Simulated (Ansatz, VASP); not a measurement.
## P: VASP beside Ansatz

```
P
1.0
    -1.53697    1.53697    1.53697
     1.53697   -1.53697    1.53697
     1.53697    1.53697   -1.53697
P
1
Cartesian
  0.0000 0.0000 0.0000
```

Alike in both runs: task single point; functional r2SCAN; dispersion D3(BJ); k mesh 20 × 20 × 20; occupations gaussian, width 0.05 eV; no spin polarisation.

```csv
,VASP,Ansatz
version,VASP 6.6.1,Ansatz 0.2.0
potentials or method,"VASP PAW PBE potentials, release 64 (P), cutoff 520 eV","scalar-relativistic, plane waves, PAW"
valence electrons in the cell,5,5
```

|  | VASP | Ansatz | Ansatz less VASP |
| --- | --- | --- | --- |
| gap on the k mesh at the Fermi level (eV) | none | none | - |
| pressure (GPa) | -3.8 | -3.7 | +0.11 |

VASP's potentials were made for PBE, not for r2SCAN. A gap of «none» marks a metal or a gap that the smearing closes. Ansatz's warnings: dispersion damping borrowed.
